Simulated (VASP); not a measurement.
# BaTi2Cr2 (I4/mmm) in VASP: single point with LDA

Aim: the single point of BaTi2Cr2 with LDA.

Everything below comes from runs of VASP 6.6.1. Logs are shortened: lines on timing, memory, paths and dates and some standing lists are left out, and cuts for length are marked.

## Step 1: The cell of the first run

The structure is tetragonal, space group I4/mmm (No. 139). Conventional cell: a = 3.957 Å, b = 3.957 Å, c = 12.802 Å, α = 90.00°, β = 90.00°, γ = 90.00°. Within 4.4 Å of Ba (site symmetry 4/mmm) lie 8 Ti at 3.34 Å and 8 Cr at 3.76 Å and 4 Ba at 3.96 Å. Ti (site symmetry 4mm) has 4 Cr at 2.41 Å within 3.2 Å. Within 3.2 Å of Cr (site symmetry -4m2) lie 4 Ti at 2.41 Å and 4 Cr at 2.80 Å.

## Step 2: Single point, LDA

Contents of INCAR:

```
  PREC = Accurate
  ENCUT = 520
  EDIFF = 1E-7
  ISMEAR = -1
  SIGMA = 0.1
  LREAL = F
  LASPH = T
  NELM = 60
  ALGO = Normal
  ISIF = 2
  LWAVE = F
  LCHARG = F
  GGA = CA
  NBANDS = 37
```

Contents of KPOINTS:

```
Automatic mesh
0
Gamma
  9 9 9
```

Contents of POSCAR:

```
BaTi2Cr2
1.0
    0.0000000000      3.9570900400      0.0000000000
    3.9570900400      0.0000000000      0.0000000000
    1.9785450200      1.9785450200     -6.4012327700
Ba Ti Cr
1 2 2
Direct
    0.0000000000      0.0000000000      0.0000000000
    0.3570000000      0.3570000000      0.2860000000
    0.6430000000      0.6430000000      0.7140000000
    0.7500000000      0.2500000000      0.5000000000
    0.2500000000      0.7500000000      0.5000000000
```

Potentials or basis: VASP PAW LDA potentials, release 64 (Ba_sv, Ti_sv, Cr_pv).

On the command line:

```
$ cat potpaw_LDA.64/Ba_sv/POTCAR potpaw_LDA.64/Ti_sv/POTCAR potpaw_LDA.64/Cr_pv/POTCAR > POTCAR
$ mpirun -np 1 vasp_std > vasp.out
```

OUTCAR:

```text
PREC = Accurate
   ENCUT = 520
   EDIFF = 1E-7
   ISMEAR = -1
   LREAL = F
   LASPH = T
   NELM = 60
   ISIF = 2
   GGA = CA

 ion  position               nearest neighbor table
   1  0.000  0.000  0.000-   3 3.34   3 3.34   3 3.34   2 3.34   3 3.34   2 3.34   2 3.34   2 3.34
                             4 3.76   5 3.76   5 3.76   4 3.76   5 3.76   4 3.76   5 3.76   4 3.76
   2  0.357  0.357  0.286-   4 2.41   5 2.41   5 2.41   4 2.41   1 3.34   1 3.34   1 3.34   1 3.34

   3  0.643  0.643  0.714-   5 2.41   4 2.41   4 2.41   5 2.41   1 3.34   1 3.34   1 3.34   1 3.34

   4  0.750  0.250  0.500-   2 2.41   2 2.41   3 2.41   3 2.41   5 2.80   5 2.80   5 2.80   5 2.80
                             1 3.76   1 3.76   1 3.76   1 3.76
   5  0.250  0.750  0.500-   2 2.41   2 2.41   3 2.41   3 2.41   4 2.80   4 2.80   4 2.80   4 2.80
                             1 3.76   1 3.76   1 3.76   1 3.76

  LATTYP: Found a body centered tetragonal cell.
 ALAT       =     3.9570900400
 C/A-ratio  =     3.2353232832

  Lattice vectors:

 A1 = (  -1.9785450200,   1.9785450200,   6.4012327700)
 A2 = (   1.9785450200,  -1.9785450200,   6.4012327700)
 A3 = (   1.9785450200,   1.9785450200,  -6.4012327700)

Analysis of symmetry for initial positions (statically):
=====================================================================
 Subroutine PRICEL returns:
 Original cell was already a primitive cell.

 Routine SETGRP: Setting up the symmetry group for a
 body centered tetragonal supercell.

 Subroutine GETGRP returns: Found 16 space group operations
 (whereof 16 operations were pure point group operations)
 out of a pool of 16 trial point group operations.

The static configuration has the point symmetry D_4h.

Analysis of symmetry for dynamics (positions and initial velocities):
=====================================================================
 Subroutine PRICEL returns:
 Original cell was already a primitive cell.

 Routine SETGRP: Setting up the symmetry group for a
 body centered tetragonal supercell.

 Subroutine GETGRP returns: Found 16 space group operations
 (whereof 16 operations were pure point group operations)
 out of a pool of 16 trial point group operations.

The dynamic configuration has the point symmetry D_4h.

 Subroutine INISYM returns: Found 16 space group operations
 (whereof 16 operations are pure point group operations),
 and found     1 'primitive' translations

----------------------------------------------------------------------------------------

                                     Primitive cell

  volume of cell :     100.2341

  direct lattice vectors                    reciprocal lattice vectors
     0.000000000  3.957090040  0.000000000     0.000000000  0.252710954  0.078109954
     3.957090040  0.000000000  0.000000000     0.252710954  0.000000000  0.078109954
     1.978545020  1.978545020 -6.401232770     0.000000000  0.000000000 -0.156219909

  length of vectors
     3.957090040  3.957090040  6.986061964     0.264507072  0.264507072  0.156219909

  position of ions in fractional coordinates (direct lattice)
     0.000000000  0.000000000  0.000000000
     0.357000000  0.357000000  0.286000000
     0.643000000  0.643000000  0.714000000
     0.750000000  0.250000000  0.500000000
     0.250000000  0.750000000  0.500000000

  ion indices of the primitive-cell ions
   primitive index   ion index
                 1           1
                 2           2
                 3           3
                 4           4
                 5           5

----------------------------------------------------------------------------------------

 KPOINTS: Automatic mesh

Automatic generation of k-mesh.
 Grid dimensions read from file:
 generate k-points for:    9    9    9

 Generating k-lattice:

  Cartesian coordinates                     Fractional coordinates (reciprocal lattice)
     0.000000000  0.028078995  0.008678884     0.111111111  0.000000000  0.000000000
     0.028078995  0.000000000  0.008678884     0.000000000  0.111111111  0.000000000
     0.000000000  0.000000000 -0.017357768     0.000000000  0.000000000  0.111111111

  Length of vectors
     0.029389675  0.029389675  0.017357768

  Shift w.r.t. Gamma in fractional coordinates (k-lattice)
     0.000000000  0.000000000  0.000000000

 Subroutine IBZKPT returns following result:
 ===========================================

 Found     75 irreducible k-points:

 Following reciprocal coordinates:
            Coordinates               Weight
  0.000000  0.000000  0.000000      1.000000
  0.111111  0.000000  0.000000      8.000000
  0.222222  0.000000  0.000000      8.000000
  0.333333  0.000000  0.000000      8.000000
  0.444444  0.000000  0.000000      8.000000
  0.111111  0.111111  0.000000      8.000000
[... 16 lines left out ...]
 -0.333333  0.333333  0.000000      4.000000
  0.444444  0.444444  0.000000      8.000000
 [... further k-points ...]
   k-points           NKPTS =     75   k-points in BZ     NKDIM =     75   number of bands    NBANDS=     37
   number of dos      NEDOS =    301   number of ions     NIONS =      5
   total plane-waves  NPLWV =  48600
   dimension x,y,z NGX =    30 NGY =   30 NGZ =   54
   dimension x,y,z NGXF=    60 NGYF=   60 NGZF=  108
   ions per type =               1   2   2
   NGX,Y,Z   is equivalent  to a cutoff of  12.60, 12.60, 12.85 a.u.
   NGXF,Y,Z  is equivalent  to a cutoff of  25.21, 25.21, 25.70 a.u.
 SYSTEM =  unknown system
   PREC   = accura    normal or accurate (medium, high low for compatibility)
   ISTART =      0    job   : 0-new  1-cont  2-samecut
   ICHARG =      2    charge: 1-file 2-atom 10-const
   ISPIN  =      1    spin polarized calculation?
   LNONCOLLINEAR =      F non collinear calculations
   LSORBIT =      F    spin-orbit coupling
   LASPH  =      T    aspherical Exc in radial PAW
   ENCUT  =  520.0 eV  38.22 Ry    6.18 a.u.   7.36  7.36 12.99*2*pi/ulx,y,z
   NELM   =     60;   NELMIN=  2; NELMDL= -5     # of ELM steps
   EDIFF  = 0.1E-06   stopping-criterion for ELM
   LREAL  =      F    real-space projection
   EDIFFG = 0.1E-05   stopping-criterion for IOM
   NSW    =      0    number of steps for IOM
   IBRION =     -1    ionic relax: 0-MD 1-quasi-New 2-CG
   NFREE  =      0    steps in history (QN), initial steepest desc. (CG)
   ISIF   =      2    stress and relaxation
   ISYM   =      2    0-nonsym 1-usesym 2-fastsym
   POTIM  = 0.5000    time-step for ionic-motion
   TEBEG  =    0.0;   TEEND  =   0.0 temperature during run
   PSTRESS=    0.0 pullay stress
   NELECT =      58.0000    total number of electrons
   NUPDOWN=      -1.0000    fix difference up-down
   EMIN   =  10.00;   EMAX   =-10.00  energy-range for DOS
   EFERMI =   0.00;   METHOD = LEGACY
   ISMEAR =    -1;   SIGMA  =   0.10  broadening in eV -4-tet -1-fermi 0-gaus
   EFERMI_NEDOS =   21; number of points for ismear=-14 and -15
   IALGO  =     38    algorithm
   IMIX   =      4    mixing-type and parameters
     AMIX     =   0.40;   BMIX     =  1.00
     AMIX_MAG =   1.60;   BMIX_MAG =  1.00
  volume/ion in A,a.u.               =      20.05       135.28
  Fermi-wavevector in a.u.,A,eV,Ry     =   1.364203  2.577970 25.321120  1.861050
  Thomas-Fermi vector in A             =   2.490539
   LORBIT       =      0    0 simple, 1 ext, 2 COOP (PROOUT), +10 PAW based schemes
   GGA     = CA    functional components
   LHFCALC =     F    Hartree Fock is set to
   AEXX    =    0.0000 exact exchange contribution
   IVDW    =     0    specifies the selected vdW correction
   LEPSILON=     F    determine dielectric tensor
   LRPA    =     F    only Hartree local field effects (RPA)
 non-spin polarized calculation
  energy-cutoff  :      520.00
  volume of cell :      100.23
 maximum number of plane-waves:      2744
 NGX is ok and might be reduce to    30
   NGX = 15   NGY = 15   NGZ = 25

 number of electron      57.9999987 magnetization

 Free energy of the ion-electron system (eV)
  ---------------------------------------------------
  ext. energy  EPLUGINS =         0.00000000
  ---------------------------------------------------
  free energy    TOTEN  =       -36.44724126 eV

  energy without entropy =      -36.15416997  energy(sigma->0) =      -36.30070561

 E-fermi :   6.0322     XC(G=0): -11.1438

 val. band max:        6.0318132796   @ k =  -0.3333   0.1111  -0.0000
 cond. band min:       6.0347101289   @ k =   0.3333   0.0000   0.0000
 fundamental gap:      0.0028968493
 Fermi energy:         6.0322194448

 k-point     1 :       0.0000    0.0000    0.0000
  band No.  band energies     occupation
      1     -49.3933      2.00000
      2     -49.3907      2.00000
      3     -35.9381      2.00000
      4     -35.9381      2.00000
      5     -35.8734      2.00000
      6     -35.8364      2.00000
[... 29 lines left out ...]
     36       8.2040      0.00000
     37       8.5477      0.00000

 k-point     2 :       0.1111    0.0000    0.0000
  band No.  band energies     occupation
      1     -49.3934      2.00000
      2     -49.3908      2.00000
      3     -35.9323      2.00000
      4     -35.9319      2.00000
      5     -35.8730      2.00000
      6     -35.8384      2.00000
[... 29 lines left out ...]
     36       8.3805      0.00000
     37       8.5218      0.00000

 k-point     3 :       0.2222    0.0000    0.0000
  band No.  band energies     occupation
      1     -49.3934      2.00000
      2     -49.3912      2.00000
      3     -35.9155      2.00000
      4     -35.9142      2.00000
      5     -35.8714      2.00000
      6     -35.8438      2.00000
[... 29 lines left out ...]
     36       8.5329      0.00000
     37       8.5419      0.00000

 k-point     4 :       0.3333    0.0000    0.0000
  band No.  band energies     occupation
      1     -49.3934      2.00000
      2     -49.3917      2.00000
      3     -35.8899      2.00000
      4     -35.8878      2.00000
      5     -35.8680      2.00000
      6     -35.8512      2.00000
[... 29 lines left out ...]
     36       8.2683      0.00000
     37       8.5332      0.00000
[... 683 lines left out ...]
      1     -49.3937      2.00000
      2     -49.3929      2.00000
      3     -35.9428      2.00000
      4     -35.9260      2.00000
      5     -35.8687      2.00000
      6     -35.8657      2.00000
[... 29 lines left out ...]
     36       8.1288      0.00000
     37       8.3287      0.00000

 k-point    23 :      -0.3333    0.3333    0.0000
  band No.  band energies     occupation
      1     -49.3932      2.00000
      2     -49.3930      2.00000
      3     -35.9476      2.00000
      4     -35.8993      2.00000
      5     -35.8698      2.00000
      6     -35.8613      2.00000
[... 29 lines left out ...]
     36       8.3615      0.00000
     37       8.5233      0.00000

 k-point    24 :       0.4444    0.4444    0.0000
  band No.  band energies     occupation
      1     -49.3941      2.00000
      2     -49.3928      2.00000
      3     -35.9498      2.00000
      4     -35.9439      2.00000
      5     -35.8694      2.00000
      6     -35.8684      2.00000
[... 29 lines left out ...]
     36       8.1673      0.00000
     37       8.3469      0.00000

 [... further k-points ...]
[... 5 lines left out ...]
  --------------------------------------------------------------------------------------
  -------------------------------------------------------------------------------------
  Total       -2.1817056     -2.1817056     -0.3634692      0.0000000     -0.0000000      0.0000000
  in kB      -34.8731547    -34.8731547     -5.8098212      0.0000000     -0.0000000      0.0000000
  external PRESSURE =     -25.1853769 kB  Pullay stress =       0.0000000 kB

 VOLUME and BASIS-vectors are now :
 -----------------------------------------------------------------------------
  energy-cutoff  :      520.00
  volume of cell :      100.23
      direct lattice vectors                 reciprocal lattice vectors
     0.000000000  3.957090040  0.000000000     0.000000000  0.252710954  0.078109954
     3.957090040  0.000000000  0.000000000     0.252710954  0.000000000  0.078109954
     1.978545020  1.978545020 -6.401232770     0.000000000  0.000000000 -0.156219909

 POSITION                                       TOTAL-FORCE (eV/Angst)
 -----------------------------------------------------------------------------------
      0.00000      0.00000      0.00000         0.000000     -0.000000      0.000000
      1.97855      1.97855     -1.83075        -0.000000     -0.000000      0.076421
      3.95709      3.95709     -4.57048         0.000000      0.000000     -0.076421
      1.97855      3.95709     -3.20062        -0.000000      0.000000      0.000000
      3.95709      1.97855     -3.20062         0.000000      0.000000      0.000000
 -----------------------------------------------------------------------------------
    total drift:                               -0.000000     -0.000000      0.000000

  FREE ENERGIE OF THE ION-ELECTRON SYSTEM (eV)
  ---------------------------------------------------
  free  energy   TOTEN  =       -36.4472412631 eV

  energy  without entropy=      -36.1541699656  energy(sigma->0) =      -36.30070561
```

Run time: 5.9 min. Hardware: 1 thread of Intel Xeon 6975P-C, shared host; peak memory 0.38 GiB.

Results:

```yaml
Free_energy: -36.4472 eV
Pressure: -2.5 GPa
Largest_force: 0.076 eV/Å
Band_gap_on_the_k_mesh: zero (band 29 reaches 6.16 eV, above the bottom of band 30 at 5.55 eV)
```

Forces in eV/Å, atoms in the order of the input:
```
Ba   0.000  0.000  0.000
Ti   0.000  0.000  0.076
Ti   0.000  0.000 -0.076
Cr   0.000  0.000  0.000
Cr   0.000  0.000  0.000
```

Stress tensor (GPa, compression positive):
```
-3.49  0.00  0.00
 0.00 -3.49  0.00
 0.00  0.00 -0.58
```

Caveat: spin-orbit coupling is left out, which moves the levels of the heavy elements. Spin polarisation is off, so any magnetic state and its effect on volume and gap are missing.
